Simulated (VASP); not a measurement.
Input of a VASP 6.6.1 run:

File INCAR:

```
ALGO = Normal
EDIFF = 1E-6
ENCUT = 520
GGA = PE
ISIF = 2
ISMEAR = -1
LASPH = True
LCHARG = False
LREAL = False
LWAVE = False
NBANDS = 57
NELM = 100
PREC = Accurate
SIGMA = 0.06122561905347299
```

Contents of KPOINTS:

```
k-points
0
Gamma
  11 11 11
```

Contents of POSCAR:

```
Sn2O3
1.0
    5.2883453657      0.0000000000      0.0000000000
    0.0000000000      5.2883453657      0.0000000000
    0.0000000000      0.0000000000      5.2883453657
Sn O
4 6
Direct
    0.2500000000      0.2500000000      0.2500000000
    0.7500000000      0.7500000000      0.2500000000
    0.7500000000      0.2500000000      0.7500000000
    0.2500000000      0.7500000000      0.7500000000
    0.5000000000      0.0000000000      0.0000000000
    0.0000000000      0.5000000000      0.0000000000
    0.0000000000      0.0000000000      0.5000000000
    0.5000000000      0.5000000000      0.0000000000
    0.5000000000      0.0000000000      0.5000000000
    0.0000000000      0.5000000000      0.5000000000
```

Potentials or basis: VASP PAW PBE potentials, release 64 (Sn_d, O).

Command:

```sh
$ cat potpaw_PBE.64/Sn_d/POTCAR potpaw_PBE.64/O/POTCAR > POTCAR
$ mpirun -np 1 vasp_std > vasp.out
```

Question: What does it give for the band gap on the k mesh?

Answer: Zero (bands 46 and 47 overlap by 0.22 eV).

Question: Predict the pressure.

Answer: -1.8 GPa.

Caveat: semilocal functionals underestimate gaps, and a narrow one can read as zero; spin-orbit coupling is left out, which moves the levels of the heavy elements.
